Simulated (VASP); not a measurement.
# Li14Ta17O48 (a cell with a defect) in VASP: notebook, part 2 of 2

VASP 6.6.1. The steps go on from the part before.

### Step 3. Single point, PBE

Input file INCAR:

```
SYSTEM = Li14Ta17O48
PREC = Accurate ; ENCUT = 650
EDIFF = 1E-6 ; ISMEAR = 0
SIGMA = 0.02 ; LREAL = Auto
LASPH = .TRUE. ; NELM = 120
ALGO = Normal ; ISIF = 2
LWAVE = .FALSE. ; LCHARG = .FALSE.
GGA = PE ; NBANDS = 304
NELECT = 514.0 ; GGA_COMPAT = .FALSE.
```

Input file KPOINTS:

```
Automatic mesh
0
G
  1 1 1
  0 0 0
```

Input file POSCAR:

```
Li14Ta17O48
1.0
    5.1540000000      2.9756632874      9.1886666666
   -5.1540000000      2.9756632874      9.1886666666
    0.0000000000     -5.9513265748      9.1886666666
Ta Li O
17 14 48
Direct
    0.1424297798      0.1451093293      0.1464553745
    0.0017138058      0.0012470837     -0.0011991513
   -0.0051064279     -0.0121821504      0.5206086747
   -0.0090685964      0.5182321741     -0.0056630445
   -0.0051373820      0.5049188612      0.4997013055
    0.5184610500     -0.0038285808     -0.0120788855
    0.4966261604     -0.0048237351      0.5082273781
    0.5078540975      0.4971529101     -0.0064672269
    0.5002577710      0.5021859174      0.5043755934
    0.2604728097      0.2578891948      0.2482975641
    0.2457754223      0.2627094066      0.7355966193
    0.2634079442      0.7338332836      0.2455419039
    0.2559657039      0.7433751619      0.7573553204
    0.7337694430      0.2458366226      0.2631982352
    0.7458231199      0.2574274632      0.7522193334
    0.7493347940      0.7517813233      0.2534120110
    0.7480923850      0.7485490113      0.7497661299
    0.1317862812      0.1366521157      0.6421937391
    0.1366782740      0.6471520268      0.1390389031
    0.1504806863      0.6383431078      0.6376377647
    0.6496772634      0.1321385801      0.1403227947
    0.6392461566      0.1498676741      0.6379172175
    0.6368160991      0.6379228950      0.1499911248
    0.6408982706      0.6438003791      0.6373985076
    0.3925039886      0.3931084513      0.3921056772
    0.3895255871      0.8882818443      0.3914617721
    0.3867474023      0.8884250337      0.8925762222
    0.8901390646      0.3858074685      0.3924881053
    0.8910279973      0.3862694859      0.8911520971
    0.8901759958      0.8907576974      0.3855900720
    0.8966072034      0.8990320401      0.8950546025
    0.0626210121      0.1750683638      0.3528843311
    0.0587423429      0.1841734627      0.8605359311
    0.0574539145      0.6844490173      0.3630922696
    0.0554577731      0.6893924772      0.8637730019
    0.5532984379      0.1844457865      0.3653218892
    0.5658574984      0.1789162069      0.8577797234
    0.5590184805      0.6840737126      0.3589602997
    0.5583425028      0.6859582944      0.8633860180
    0.3520627625      0.0639091740      0.1762061011
    0.3640577270      0.0568410010      0.6870649482
    0.3662577747      0.5538843872      0.1847895148
    0.3563471948      0.5686686240      0.6773033165
    0.8596267261      0.0589220843      0.1823888454
    0.8650293279      0.0567218404      0.6878685115
    0.8618454549      0.5555781911      0.1859297438
    0.8639982066      0.5574063796      0.6851889160
    0.1697610693      0.3499802969      0.0712462517
    0.1851890257      0.3639473403      0.5544511208
    0.1824542773      0.8619628479      0.0592836412
    0.1851522952      0.8647012760      0.5561349266
    0.6866989408      0.3660317260      0.0570371127
    0.6840908735      0.3608271979      0.5585707450
    0.6879775894      0.8622941622      0.0560653610
    0.6849024988      0.8622523969      0.5574411245
    0.1148011214      0.4368448474      0.3033712685
    0.1112793841      0.4328753149      0.8111416735
    0.1147749327      0.9451409784      0.2927533223
    0.1121799703      0.9319299907      0.8081209804
    0.6121473986      0.4332070163      0.3082130552
    0.6183380056      0.4426934767      0.8023677690
    0.6090958884      0.9343628497      0.3092171216
    0.6105316661      0.9364032510      0.8050621390
    0.4443762722      0.3019464695      0.1161500061
    0.4334804119      0.3078666296      0.6126241396
    0.4327074891      0.8100268904      0.1112561518
    0.4360340414      0.8067235910      0.6142159990
    0.9450676445      0.2918292124      0.1138239951
    0.9341762401      0.3091190144      0.6073300634
    0.9315212478      0.8085306234      0.1125407919
    0.9364205295      0.8046858539      0.6112836199
    0.3052835349      0.1131199839      0.4346242518
    0.2919389739      0.1152244963      0.9467003877
    0.3072417957      0.6117354231      0.4338133399
    0.3065151096      0.6155382429      0.9404787248
    0.8104411628      0.1115106538      0.4322605370
    0.8074147535      0.1150305938      0.9317645611
    0.8068847419      0.6131702800      0.4361568746
    0.8065218274      0.6115059926      0.9361498469
```

Potentials or basis: VASP PAW PBE potentials, release 64 (Ta_pv, Li_sv, O).

Launch:

```
$ cat potpaw_PBE.64/Ta_pv/POTCAR potpaw_PBE.64/Li_sv/POTCAR potpaw_PBE.64/O/POTCAR > POTCAR
$ mpirun -np 1 vasp_gam > vasp.out
```

OUTCAR:

```text
SYSTEM = Li14Ta17O48
   PREC = Accurate
   ENCUT = 650
   EDIFF = 1E-6
   ISMEAR = 0
   LREAL = Auto
   LASPH = .TRUE.
   NELM = 120
   ISIF = 2
   GGA = PE
   NELECT = 514.0

 ion  position               nearest neighbor table
   1  0.142  0.145  0.146-  68 1.93  58 1.93  73 1.95  48 2.05  32 2.07  40 2.10  10 3.06   4 3.19
                             3 3.20   6 3.22  14 3.55  11 3.56  12 3.57
   2  0.002  0.001  0.999-  50 1.91  33 1.91  44 1.92  59 2.08  77 2.09  70 2.10  31 2.86  21 3.00
                            19 3.01  18 3.03
   3  0.995  0.988  0.521-  45 1.84  51 1.87  71 1.98  32 2.03  76 2.13  58 2.27  20 2.98  22 3.04
                            30 3.10   1 3.20
   4  0.991  0.518  0.994-  35 1.85  46 1.89  79 1.98  48 2.01  57 2.10  68 2.27  23 3.02  20 3.05
[... 697 lines left out ...]
  external PRESSURE =       4.7600670 kB  Pullay stress =       0.0000000 kB

 VOLUME and BASIS-vectors are now :
 -----------------------------------------------------------------------------
  energy-cutoff  :      650.00
  volume of cell :      845.54
      direct lattice vectors                 reciprocal lattice vectors
     5.154000000  2.975663287  9.188666667     0.097012029  0.056009921  0.036276573
    -5.154000000  2.975663287  9.188666667    -0.097012029  0.056009921  0.036276573
     0.000000000 -5.951326575  9.188666667     0.000000000 -0.112019843  0.036276573

 POSITION                                       TOTAL-FORCE (eV/Angst)
 -----------------------------------------------------------------------------------
     -0.01381     -0.01598      3.98783         0.013062      0.003119      0.029616
      0.00241     -5.93538      9.20485        -0.000058     -0.005642     -0.090913
      0.03647      2.80157     23.00217        -0.023459      0.101580     -0.123010
      2.43629     -1.42686     23.00383         0.084718     -0.039533     -0.100951
      2.52517      1.48896     18.37258         0.038611      0.006927     -0.085465
     -2.46212     -1.37240     22.99513        -0.072866     -0.083056     -0.116584
[... 71 lines left out ...]
      0.99840      1.62989     17.05611         0.016243     -0.059888      0.024039
      1.00511     -1.35176     21.63175        -0.016883     -0.040850     -0.004297
 -----------------------------------------------------------------------------------
    total drift:                                0.000175     -0.009671      0.015384

  FREE ENERGIE OF THE ION-ELECTRON SYSTEM (eV)
  ---------------------------------------------------
  free  energy   TOTEN  =      -692.9965307192 eV

  energy  without entropy=     -692.9965307192  energy(sigma->0) =     -692.99653072
```

It took 21 min on 1 thread of AMD EPYC 7R13 (Zen 3), shared host; peak memory 1.6 GiB.

What came out:

* Free energy: -692.9965 eV
* Largest force: 0.161 eV/Å

Forces on the atoms (eV/Å):
```
Ta   0.013  0.003  0.030
Ta   0.000 -0.006 -0.091
Ta  -0.023  0.102 -0.123
Ta   0.085 -0.040 -0.101
Ta   0.039  0.007 -0.085
Ta  -0.073 -0.083 -0.117
Ta  -0.016  0.041 -0.084
Ta  -0.025 -0.033 -0.065
Ta   0.012  0.016 -0.112
Ta   0.005 -0.019 -0.160
Ta   0.053 -0.080 -0.041
Ta  -0.111 -0.009 -0.044
Ta  -0.027  0.019 -0.102
Ta   0.043  0.085 -0.044
Ta   0.011  0.019 -0.095
Ta   0.009 -0.003 -0.105
Ta   0.007  0.002 -0.040
Li   0.005  0.002  0.002
Li  -0.001 -0.005  0.002
Li  -0.003 -0.004  0.001
Li  -0.002  0.000  0.003
Li   0.001 -0.002  0.003
Li   0.001  0.003  0.002
Li   0.000  0.006  0.004
Li  -0.001  0.001  0.000
Li   0.000  0.003 -0.002
Li  -0.003  0.001  0.004
Li   0.000  0.001  0.001
Li  -0.002 -0.001  0.004
Li   0.000  0.002  0.006
Li   0.002 -0.001  0.007
O   -0.035 -0.003  0.038
O   -0.039  0.050  0.030
O   -0.041  0.054  0.033
O   -0.056  0.100  0.068
O   -0.045 -0.007 -0.013
O   -0.051  0.088  0.052
O   -0.042  0.056  0.028
O   -0.045  0.035  0.020
O    0.027 -0.025  0.026
O   -0.027 -0.065  0.036
O    0.036 -0.033 -0.020
O   -0.043 -0.070  0.030
O   -0.022 -0.054  0.024
O   -0.071 -0.102  0.081
O   -0.040 -0.086  0.047
O   -0.022 -0.065  0.031
O    0.006  0.028  0.040
O    0.019  0.040 -0.011
O    0.064  0.007  0.030
O    0.112  0.004  0.062
O    0.064  0.009  0.032
O    0.075  0.006  0.033
O    0.105  0.000  0.063
O    0.065  0.016  0.028
O   -0.110 -0.002  0.057
O   -0.065  0.007  0.034
O    0.034 -0.068 -0.039
O   -0.060  0.009  0.021
O   -0.084  0.006  0.046
O   -0.058  0.028  0.027
O   -0.080  0.005  0.036
O   -0.035  0.032  0.001
O    0.062  0.099  0.064
O    0.050  0.065  0.042
O    0.037  0.063  0.042
O    0.042  0.037  0.016
O   -0.074  0.009 -0.042
O    0.038  0.042  0.017
O    0.041  0.062  0.037
O    0.044  0.007 -0.004
O    0.044 -0.089  0.048
O    0.041  0.058 -0.037
O    0.037 -0.077  0.045
O    0.033 -0.079  0.049
O    0.036 -0.064  0.042
O    0.033 -0.063  0.031
O    0.016 -0.060  0.024
O   -0.017 -0.041 -0.004
```

Levels at points of the mesh, in eV from the Fermi level:
| k point | band 255 | band 256 | band 257 | band 258 | band 259 | band 260 |
| --- | --- | --- | --- | --- | --- | --- |
| (0.00, 0.00, 0.00) | -0.19 | -0.18 | -0.13 | 3.63 | 3.67 | 3.73 |

Caveat: the k points lie up to 0.74 Å⁻¹ apart; the cell carries a net charge on a neutralising background, which shifts energy and pressure; the cell is charged against a uniform background, so pressure and absolute levels hang on convention; spin-orbit coupling is left out, which moves the levels of the heavy elements.

### Step 4. Single point, PBE

Input file INCAR:

```
SYSTEM = Li14Ta17O48
  PREC = Accurate
  ENCUT = 650
  EDIFF = 1E-6
  ISMEAR = 0
  SIGMA = 0.02
  LREAL = Auto
  LASPH = .TRUE.
  NELM = 120
  ALGO = Normal
  ISIF = 2
  LWAVE = .FALSE.
  LCHARG = .TRUE.
  GGA = PE
  LELF = .TRUE.
  LVHAR = .TRUE.
  NELECT = 514.0
  NBANDS = 304
  GGA_COMPAT = .FALSE.
```

KPOINTS is that of step 3.

Input file POSCAR:

```
Li14Ta17O48
1.0
    5.1540000000      2.9756632874      9.1886666666
   -5.1540000000      2.9756632874      9.1886666666
    0.0000000000     -5.9513265748      9.1886666666
Ta Li O
17 14 48
Direct
    0.1457369820      0.1423877655      0.1453787303
    0.0056680385     -0.0062649087      0.0036724455
   -0.0058456332     -0.0114433227      0.5194737974
   -0.0108226293      0.5190627081     -0.0047650223
   -0.0022042610      0.5126612597      0.4898333176
    0.5199330227     -0.0065125523     -0.0128620788
    0.4983072663     -0.0059624688      0.5076207601
    0.5029888907      0.5000240987     -0.0030168901
    0.5014955018      0.5027067428      0.5015967430
    0.2547498276      0.2566816459      0.2554788415
    0.2425388764      0.2637073225      0.7353545899
    0.2627920270      0.7317825902      0.2437794895
    0.2532848886      0.7484157943      0.7548345864
    0.7350381971      0.2463041836      0.2604147724
    0.7531172258      0.2540665372      0.7505678004
    0.7515605472      0.7527993103      0.2519077500
    0.7505722395      0.7442677711      0.7488449314
    0.1319210687      0.1406353627      0.6468158809
    0.3901074351      0.3916359401     -0.1127520732
    0.1507817182      0.6378497046      0.6366858856
    0.6477406573      0.1343188498      0.1370767122
    0.6374482383      0.1506020292      0.6362953136
    0.6354719612      0.6394147919      0.1504425316
    0.6397014747      0.6377272742      0.6400874513
    0.3943314319      0.3902513627      0.3962351382
    0.3910544228      0.8879851109      0.3887435178
    0.3902003544      0.8920501876      0.8894856543
    0.8886344727      0.3884399240      0.3927365059
    0.8890204124      0.3817571069      0.8870072678
    0.8884875721      0.8963655604      0.3873953309
    0.8960380878      0.8987086431      0.8972475922
    0.0626759500      0.1772994343      0.3516379706
    0.0596542040      0.1822742112      0.8595069420
    0.0540292825      0.6925951131      0.3685880955
    0.0552311728      0.6894583236      0.8630650642
    0.5548931037      0.1838728169      0.3642777841
    0.5547409477      0.1859532062      0.8630456715
    0.5585354915      0.6845505574      0.3596847793
    0.5565959678      0.6859432777      0.8645103459
    0.3512667447      0.0632696570      0.1770603182
    0.3647922375      0.0577740770      0.6851819765
    0.3700394717      0.5487230738      0.1893096932
    0.3583982976      0.5592755825      0.6839980416
    0.8631055974      0.0585390325      0.1824676654
    0.8622898129      0.0558852786      0.6889447357
    0.8620017268      0.5557927209      0.1867910049
    0.8622015932      0.5577068650      0.6846919826
    0.1770257552      0.3516838637      0.0636938824
    0.1835035205      0.3674748809      0.5532397701
    0.1888408966      0.8673400322      0.0558652965
    0.1854909983      0.8628410092      0.5557887593
    0.6863334066      0.3634064251      0.0566122861
    0.6834045981      0.3598669393      0.5589698684
    0.6888440381      0.8616237134      0.0552737473
    0.6856288440      0.8629653394      0.5576208906
    0.1087042743      0.4316513573      0.3132545663
    0.1110568753      0.4334306861      0.8112710091
    0.1146098410      0.9461390475      0.2940415173
    0.1135082049      0.9326598280      0.8079743752
    0.6138376469      0.4326568026      0.3079345032
    0.6145409955      0.4364367995      0.8071671526
    0.6080358737      0.9354129222      0.3085566757
    0.6110215336      0.9351086442      0.8056040742
    0.4378381635      0.3046239375      0.1132259982
    0.4316268672      0.3085840461      0.6119721669
    0.4313596773      0.8118570207      0.1130785891
    0.4367231889      0.8065660679      0.6123489060
    0.9470019564      0.2922447459      0.1151974319
    0.9336506760      0.3103287842      0.6109303790
    0.9257238090      0.8167553485      0.1101024020
    0.9355866008      0.8055128408      0.6132360933
    0.3046708916      0.1122282958      0.4376153086
    0.2928932448      0.1164243703      0.9448983021
    0.3083154660      0.6141418814      0.4323021963
    0.3171528881      0.6059056182      0.9287283774
    0.8111927500      0.1109189055      0.4315616668
    0.8087346435      0.1146727569      0.9314843591
    0.8056816813      0.6144824562      0.4370011533
    0.8055582760      0.6111150802      0.9374689510
```

Launch:

```
$ cat potpaw_PBE.64/Ta_pv/POTCAR potpaw_PBE.64/Li_sv/POTCAR potpaw_PBE.64/O/POTCAR > POTCAR
$ mpirun -np 1 vasp_gam > vasp.out
```

It took 23 min on 1 thread of AMD EPYC 7R13 (Zen 3), shared host; peak memory 1.6 GiB.

Results (log left out):

| Item | Value |
| --- | --- |
| Free energy | -692.9519 eV |
| Largest force | 0.163 eV/Å |

Forces in eV/Å, atoms in the order of the input:
```
Ta  -0.011  0.004  0.048
Ta  -0.025  0.021 -0.076
Ta  -0.015  0.094 -0.097
Ta   0.083 -0.040 -0.108
Ta   0.034 -0.046 -0.063
Ta  -0.088 -0.061 -0.095
Ta  -0.011  0.040 -0.075
Ta  -0.001 -0.022 -0.064
Ta   0.004 -0.006 -0.105
Ta   0.005  0.002 -0.163
Ta   0.064 -0.070 -0.028
Ta  -0.102 -0.010 -0.007
Ta  -0.015  0.038 -0.123
Ta   0.047  0.075 -0.028
Ta  -0.010  0.001 -0.143
Ta  -0.002 -0.027 -0.123
Ta  -0.013  0.009 -0.018
Li   0.005  0.004  0.001
Li  -0.003 -0.009 -0.001
Li   0.001 -0.004  0.001
Li  -0.007 -0.004  0.004
Li   0.001  0.003  0.000
Li   0.004 -0.001  0.002
Li   0.000  0.002  0.001
Li   0.001 -0.002  0.004
Li  -0.002  0.003  0.002
Li  -0.001  0.005  0.006
Li   0.004  0.000 -0.001
Li  -0.002  0.001  0.009
Li   0.003 -0.002  0.003
Li  -0.001  0.000  0.000
O   -0.035 -0.009  0.031
O   -0.030  0.025  0.004
O   -0.051  0.060  0.046
O   -0.052  0.099  0.068
O   -0.043 -0.001 -0.011
O   -0.052  0.080  0.055
O   -0.040  0.070  0.036
O   -0.044  0.032  0.015
O    0.023 -0.026  0.034
O   -0.032 -0.070  0.037
O    0.043 -0.034 -0.020
O   -0.036 -0.068  0.036
O   -0.018 -0.051  0.021
O   -0.066 -0.099  0.072
O   -0.036 -0.089  0.047
O    0.009 -0.040 -0.002
O    0.016  0.034  0.031
O    0.010  0.044 -0.018
O    0.065  0.013  0.032
O    0.099  0.009  0.056
O    0.049  0.018  0.017
O    0.079  0.003  0.038
O    0.116 -0.007  0.074
O    0.059  0.018  0.022
O   -0.108 -0.001  0.051
O   -0.069  0.005  0.038
O    0.048 -0.080 -0.054
O   -0.079  0.003  0.033
O   -0.082  0.008  0.040
O   -0.069  0.010  0.032
O   -0.073  0.009  0.028
O   -0.018  0.037 -0.008
O    0.063  0.099  0.054
O    0.040  0.062  0.040
O    0.033  0.040  0.028
O    0.045  0.031  0.013
O   -0.078  0.004 -0.039
O    0.046  0.076  0.041
O    0.046  0.084  0.040
O    0.043  0.004 -0.001
O    0.047 -0.093  0.051
O    0.041  0.068 -0.042
O    0.026 -0.064  0.032
O    0.046 -0.077  0.038
O    0.022 -0.050  0.029
O    0.051 -0.081  0.045
O    0.007 -0.059  0.019
O   -0.011 -0.044  0.002
```

Levels at points of the mesh, in eV from the Fermi level:
```csv
k point,band 254,band 255,band 256,band 257,band 258,band 259,band 260,band 261
"(0.00, 0.00, 0.00)",-0.25,-0.23,-0.19,-0.12,3.59,3.64,3.68,3.76
```

Caveat: the k points lie up to 0.74 Å⁻¹ apart; the cell carries a net charge on a neutralising background, which shifts energy and pressure; the cell is charged against a uniform background, so pressure and absolute levels hang on convention; spin-orbit coupling is left out, which moves the levels of the heavy elements.
